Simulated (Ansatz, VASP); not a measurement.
# W: VASP beside Ansatz

INCAR

```
  ALGO = Normal
  EDIFF = 1E-6
  ENCUT = 500
  GGA = PS
  GGA_COMPAT = F
  ISIF = 2
  ISMEAR = 0
  LASPH = T
  LCHARG = F
  LREAL = F
  LWAVE = F
  NBANDS = 13
  NELM = 120
  PREC = Accurate
  SIGMA = 0.15
```

Contents of KPOINTS:

```
k-points
0
Gamma
  22 22 22
```

The input POSCAR:

```
W
1.0
    0.0000000000      2.2737075877      1.5454390473
    2.2737075877      0.0000000000      1.5454390473
    2.2737075877      2.2737075877      0.0000000000
W
1
Direct
    0.0000000000      0.0000000000      0.0000000000
```

Input for Ansatz:

```yaml
crystal:
  lattice:
    - [0.0, 2.2737075877, 1.5454390473]
    - [2.2737075877, 0.0, 1.5454390473]
    - [2.2737075877, 2.2737075877, 0.0]
  atoms:
    - { symbol: W, position: [0.0, 0.0, 0.0] }
basis:
  ecutwfc: 420
kpoints:
  mp_grid: { grid: [22, 22, 22] }
hamiltonian:
  xc: pbesol
  pseudopotentials: { kind: paw, azcp: { folder: soft_1 } }
scf:
  occupations: { method: gaussian, width: 0.15 }
output:
  forces: true
  stress: true
  eigenvalues: true
```

Alike in both runs: task single point; functional PBEsol; k mesh 22 × 22 × 22; occupations gaussian, width 0.15 eV; no spin polarisation.

|  | VASP | Ansatz |
| --- | --- | --- |
| version | VASP 6.6.1 | Ansatz 0.2.0 |
| potentials or method | VASP PAW PBE potentials, release 64 (W_sv), cutoff 500 eV | scalar-relativistic, plane waves, PAW |
| valence electrons in the cell | 14 | 14 |

```tsv
	VASP	Ansatz	Ansatz less VASP
gap on the k mesh at the Fermi level (eV)	none	none	-
pressure (GPa)	-4.8	-5.3	-0.52
traceless stress, the component that is largest in VASP (GPa)	8.32	8.31	-0.007
```

VASP's potentials were made for PBE, not for PBEsol, and Ansatz warns of the same on its side. A gap of «none» marks a metal or a gap that the smearing closes.

Neither program's run includes spin-orbit coupling.
